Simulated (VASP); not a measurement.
# Nb (Pm-3m) in VASP: a series of runs

The runs below take Nb through single point, with PBE.

Everything below comes from runs of VASP 6.6.1. Logs are shortened: lines on timing, memory, paths and dates and some standing lists are left out, and cuts for length are marked.

## Step 1: The cell of the first run

Symmetry: Pm-3m, No. 221, cubic system. The conventional cell has a = 2.578 Å, b = 2.578 Å, c = 2.578 Å, α = 90.00°, β = 90.00°, γ = 90.00°. Nb (site symmetry m-3m) has 6 Nb at 2.58 Å within 3.4 Å.

## Step 2: Single point, PBE

Input file INCAR:

```
SYSTEM = Nb
ALGO     = Normal         ! electronic algorithm
EDIFF    = 1E-7           ! SCF threshold, eV
ENCUT    = 520            ! plane-wave cutoff, eV
GGA      = PE             ! functional
ISIF     = 2              ! what is computed and relaxed
ISMEAR   = -1             ! smearing method
LASPH    = .True.         ! aspherical terms in the spheres
LCHARG   = .False.        ! write CHGCAR
LREAL    = .False.        ! projectors in reciprocal space
LWAVE    = .False.        ! write WAVECAR
NBANDS   = 12             ! bands
NELM     = 80             ! most SCF steps
PREC     = Accurate       ! precision mode
SIGMA    = 0.08           ! smearing width, eV
```

Input file KPOINTS:

```
k-points
0
Gamma
  15 15 15
  0 0 0
```

Input file POSCAR:

```
Nb
1.0
    2.5783943834      0.0000000000      0.0000000000
    0.0000000000      2.5783943834      0.0000000000
    0.0000000000      0.0000000000      2.5783943834
Nb
1
Direct
    0.0000000000      0.0000000000      0.0000000000
```

Potentials or basis: VASP PAW PBE potentials, release 64 (Nb_sv).

Started as:

```console
$ cat potpaw_PBE.64/Nb_sv/POTCAR > POTCAR
$ mpirun -np 1 vasp_std > vasp.out
```

OUTCAR:

```text
SYSTEM = Nb
   EDIFF = 1E-7
   ENCUT = 520
   GGA = PE
   ISIF = 2
   ISMEAR = -1
   LASPH = .True.
   LREAL = .False.
   NELM = 80
   PREC = Accurate

 ion  position               nearest neighbor table
   1  0.000  0.000  0.000-

  LATTYP: Found a simple cubic cell.
 ALAT       =     2.5783943834

  Lattice vectors:

 A1 = (   2.5783943834,   0.0000000000,   0.0000000000)
 A2 = (   0.0000000000,   2.5783943834,   0.0000000000)
 A3 = (   0.0000000000,   0.0000000000,   2.5783943834)

Analysis of symmetry for initial positions (statically):
=====================================================================
 Subroutine PRICEL returns:
 Original cell was already a primitive cell.

 Routine SETGRP: Setting up the symmetry group for a
 simple cubic supercell.

 Subroutine GETGRP returns: Found 48 space group operations
 (whereof 48 operations were pure point group operations)
 out of a pool of 48 trial point group operations.

The static configuration has the point symmetry O_h .

Analysis of symmetry for dynamics (positions and initial velocities):
=====================================================================
 Subroutine PRICEL returns:
 Original cell was already a primitive cell.

 Routine SETGRP: Setting up the symmetry group for a
 simple cubic supercell.

 Subroutine GETGRP returns: Found 48 space group operations
 (whereof 48 operations were pure point group operations)
 out of a pool of 48 trial point group operations.

The dynamic configuration has the point symmetry O_h .

 Subroutine INISYM returns: Found 48 space group operations
 (whereof 48 operations are pure point group operations),
 and found     1 'primitive' translations

----------------------------------------------------------------------------------------

                                     Primitive cell

  volume of cell :      17.1415

  direct lattice vectors                    reciprocal lattice vectors
     2.578394383  0.000000000  0.000000000     0.387838263  0.000000000  0.000000000
     0.000000000  2.578394383  0.000000000     0.000000000  0.387838263  0.000000000
     0.000000000  0.000000000  2.578394383     0.000000000  0.000000000  0.387838263

  length of vectors
     2.578394383  2.578394383  2.578394383     0.387838263  0.387838263  0.387838263

  position of ions in fractional coordinates (direct lattice)
     0.000000000  0.000000000  0.000000000

  ion indices of the primitive-cell ions
   primitive index   ion index
                 1           1

----------------------------------------------------------------------------------------

 KPOINTS: k-points

Automatic generation of k-mesh.
 Grid dimensions read from file:
 generate k-points for:   15   15   15

 Generating k-lattice:

  Cartesian coordinates                     Fractional coordinates (reciprocal lattice)
     0.025855884  0.000000000  0.000000000     0.066666667  0.000000000  0.000000000
     0.000000000  0.025855884  0.000000000     0.000000000  0.066666667  0.000000000
     0.000000000  0.000000000  0.025855884     0.000000000  0.000000000  0.066666667

  Length of vectors
     0.025855884  0.025855884  0.025855884

  Shift w.r.t. Gamma in fractional coordinates (k-lattice)
     0.000000000  0.000000000  0.000000000

 Subroutine IBZKPT returns following result:
 ===========================================

 Found    120 irreducible k-points:

 Following reciprocal coordinates:
            Coordinates               Weight
  0.000000  0.000000  0.000000      1.000000
  0.066667  0.000000  0.000000      6.000000
  0.133333  0.000000  0.000000      6.000000
  0.200000  0.000000  0.000000      6.000000
  0.266667  0.000000  0.000000      6.000000
  0.333333  0.000000  0.000000      6.000000
[... 16 lines left out ...]
  0.266667  0.200000  0.000000     24.000000
  0.333333  0.200000  0.000000     24.000000
 [... further k-points ...]
   k-points           NKPTS =    120   k-points in BZ     NKDIM =    120   number of bands    NBANDS=     12
   number of dos      NEDOS =    301   number of ions     NIONS =      1
   total plane-waves  NPLWV =   8000
   dimension x,y,z NGX =    20 NGY =   20 NGZ =   20
   dimension x,y,z NGXF=    40 NGYF=   40 NGZF=   40
   ions per type =               1
   NGX,Y,Z   is equivalent  to a cutoff of  12.90, 12.90, 12.90 a.u.
   NGXF,Y,Z  is equivalent  to a cutoff of  25.79, 25.79, 25.79 a.u.
 SYSTEM =  Nb
   PREC   = accura    normal or accurate (medium, high low for compatibility)
   ISTART =      0    job   : 0-new  1-cont  2-samecut
   ICHARG =      2    charge: 1-file 2-atom 10-const
   ISPIN  =      1    spin polarized calculation?
   LNONCOLLINEAR =      F non collinear calculations
   LSORBIT =      F    spin-orbit coupling
   LASPH  =      T    aspherical Exc in radial PAW
   ENCUT  =  520.0 eV  38.22 Ry    6.18 a.u.   4.79  4.79  4.79*2*pi/ulx,y,z
   NELM   =     80;   NELMIN=  2; NELMDL= -5     # of ELM steps
   EDIFF  = 0.1E-06   stopping-criterion for ELM
   LREAL  =      F    real-space projection
   EDIFFG = 0.1E-05   stopping-criterion for IOM
   NSW    =      0    number of steps for IOM
   IBRION =     -1    ionic relax: 0-MD 1-quasi-New 2-CG
   NFREE  =      0    steps in history (QN), initial steepest desc. (CG)
   ISIF   =      2    stress and relaxation
   ISYM   =      2    0-nonsym 1-usesym 2-fastsym
   POTIM  = 0.5000    time-step for ionic-motion
   TEBEG  =    0.0;   TEEND  =   0.0 temperature during run
   PSTRESS=    0.0 pullay stress
   NELECT =      13.0000    total number of electrons
   NUPDOWN=      -1.0000    fix difference up-down
   EMIN   =  10.00;   EMAX   =-10.00  energy-range for DOS
   EFERMI =   0.00;   METHOD = LEGACY
   ISMEAR =    -1;   SIGMA  =   0.08  broadening in eV -4-tet -1-fermi 0-gaus
   EFERMI_NEDOS =   21; number of points for ismear=-14 and -15
   IALGO  =     38    algorithm
   IMIX   =      4    mixing-type and parameters
     AMIX     =   0.40;   BMIX     =  1.00
     AMIX_MAG =   1.60;   BMIX_MAG =  1.00
  volume/ion in A,a.u.               =      17.14       115.68
  Fermi-wavevector in a.u.,A,eV,Ry     =   1.492932  2.821232 30.325277  2.228845
  Thomas-Fermi vector in A             =   2.605397
   LORBIT       =      0    0 simple, 1 ext, 2 COOP (PROOUT), +10 PAW based schemes
   GGA     = PE    functional components
[... 5 lines left out ...]
 non-spin polarized calculation
  energy-cutoff  :      520.00
  volume of cell :       17.14
 maximum number of plane-waves:       472
 NGX is ok and might be reduce to    20
   NGX =  9   NGY =  9   NGZ =  9

 number of electron      12.9999998 magnetization

 Free energy of the ion-electron system (eV)
  ---------------------------------------------------
  ext. energy  EPLUGINS =         0.00000000
  ---------------------------------------------------
  free energy    TOTEN  =        -9.00240830 eV

  energy without entropy =       -8.97375108  energy(sigma->0) =       -8.98807969

 E-fermi :  12.0273     XC(G=0): -12.6392

 val. band max:       12.0252238739   @ k =   0.4667   0.2000   0.0667
 cond. band min:      12.0306849209   @ k =   0.2667   0.2000   0.2000
 fundamental gap:      0.0054610471
 Fermi energy:        12.0272597119

 k-point     1 :       0.0000    0.0000    0.0000
  band No.  band energies     occupation
      1     -42.6597      2.00000
      2     -17.5223      2.00000
      3     -17.5223      2.00000
      4     -17.5223      2.00000
      5       6.1030      2.00000
      6       8.5565      2.00000
      7       8.5565      2.00000
      8      18.1481      0.00000
      9      18.1481      0.00000
     10      18.1481      0.00000
     11      28.0777      0.00000
     12      28.0777      0.00000

 k-point     2 :       0.0667    0.0000    0.0000
  band No.  band energies     occupation
      1     -42.6459      2.00000
      2     -17.6310      2.00000
      3     -17.5131      2.00000
      4     -17.5131      2.00000
      5       6.2543      2.00000
      6       8.5977      2.00000
      7       8.7448      2.00000
      8      17.8819      0.00000
      9      17.8819      0.00000
     10      18.1661      0.00000
     11      27.3837      0.00000
     12      28.4090      0.00000

 k-point     3 :       0.1333    0.0000    0.0000
  band No.  band energies     occupation
      1     -42.6067      2.00000
      2     -17.9313      2.00000
      3     -17.4870      2.00000
      4     -17.4870      2.00000
      5       6.6544      2.00000
      6       8.7166      2.00000
      7       9.3149      2.00000
      8      17.2081      0.00000
      9      17.2081      0.00000
     10      18.2174      0.00000
     11      25.9197      0.00000
     12      29.2615      0.00000

 k-point     4 :       0.2000    0.0000    0.0000
  band No.  band energies     occupation
      1     -42.5482      2.00000
      2     -18.3563      2.00000
      3     -17.4483      2.00000
      4     -17.4483      2.00000
      5       7.1959      2.00000
      6       8.8987      2.00000
      7      10.2293      2.00000
      8      16.3640      0.00000
      9      16.3640      0.00000
     10      18.2940      0.00000
     11      24.4111      0.00000
     12      30.1447      0.00000

 k-point     5 :       0.2667    0.0000    0.0000
  band No.  band energies     occupation
      1     -42.4801      2.00000
      2     -18.8218      2.00000
      3     -17.4035      2.00000
      4     -17.4035      2.00000
      5       7.8027      2.00000
      6       9.1191      2.00000
      7      11.3127      1.99974
      8      15.5371      0.00000
      9      15.5371      0.00000
     10      18.3837      0.00000
     11      23.2461      0.00000
     12      28.5075      0.00000
[... 228 lines left out ...]
      1     -42.2816      2.00000
      2     -19.6839      2.00000
      3     -17.6883      2.00000
      4     -17.2746      2.00000
      5       9.6853      2.00000
      6      10.5341      2.00000
      7      11.0165      1.99999
      8      14.2241      0.00000
      9      15.6725      0.00000
     10      17.7912      0.00000
     11      23.4677      0.00000
     12      26.9691      0.00000

 k-point    22 :       0.2000    0.2000    0.0000
  band No.  band energies     occupation
      1     -42.4383      2.00000
      2     -18.2954      2.00000
      3     -18.2313      2.00000
      4     -17.3759      2.00000
      5       8.1526      2.00000
      6       9.9037      2.00000
      7      11.0783      1.99999
      8      14.6694      0.00000
      9      16.3606      0.00000
     10      16.8376      0.00000
     11      25.7075      0.00000
     12      26.7452      0.00000

 k-point    23 :       0.2667    0.2000    0.0000
  band No.  band energies     occupation
      1     -42.3711      2.00000
      2     -18.7216      2.00000
      3     -18.2049      2.00000
      4     -17.3322      2.00000
      5       8.5991      2.00000
      6      10.1135      2.00000
      7      11.8445      1.81507
      8      14.3912      0.00000
      9      15.7409      0.00000
     10      16.7925      0.00000
     11      24.5932      0.00000
     12      27.2993      0.00000

 k-point    24 :       0.3333    0.2000    0.0000
  band No.  band energies     occupation
      1     -42.3059      2.00000
      2     -19.1380      2.00000
      3     -18.1517      2.00000
      4     -17.2899      2.00000
      5       9.0245      2.00000
      6      10.1586      2.00000
      7      12.0966      0.59194
      8      15.0182      0.00000
      9      15.0921      0.00000
     10      16.8966      0.00000
     11      23.6327      0.00000
     12      28.0624      0.00000

 [... further k-points ...]
[... 5 lines left out ...]
  --------------------------------------------------------------------------------------
  -------------------------------------------------------------------------------------
  Total        2.9820939      2.9820939      2.9820939      0.0000000      0.0000000     -0.0000000
  in kB      278.7300918    278.7300918    278.7300918      0.0000000      0.0000000     -0.0000000
  external PRESSURE =     278.7300918 kB  Pullay stress =       0.0000000 kB

 VOLUME and BASIS-vectors are now :
 -----------------------------------------------------------------------------
  energy-cutoff  :      520.00
  volume of cell :       17.14
      direct lattice vectors                 reciprocal lattice vectors
     2.578394383  0.000000000  0.000000000     0.387838263  0.000000000  0.000000000
     0.000000000  2.578394383  0.000000000     0.000000000  0.387838263  0.000000000
     0.000000000  0.000000000  2.578394383     0.000000000  0.000000000  0.387838263

 POSITION                                       TOTAL-FORCE (eV/Angst)
 -----------------------------------------------------------------------------------
      0.00000      0.00000      0.00000         0.000000      0.000000      0.000000
 -----------------------------------------------------------------------------------
    total drift:                               -0.000000      0.000000     -0.000000

  FREE ENERGIE OF THE ION-ELECTRON SYSTEM (eV)
  ---------------------------------------------------
  free  energy   TOTEN  =        -9.0024082990 eV

  energy  without entropy=       -8.9737510754  energy(sigma->0) =       -8.98807969
```

It took 18 s on 1 thread of Intel Xeon Platinum 8259CL at 2.50GHz (Skylake/Cascade Lake), shared host; peak memory 0.14 GiB.

What came out:

- Free energy: -9.0024 eV
- Pressure: 27.9 GPa

(Continued in part 2 of 2.)
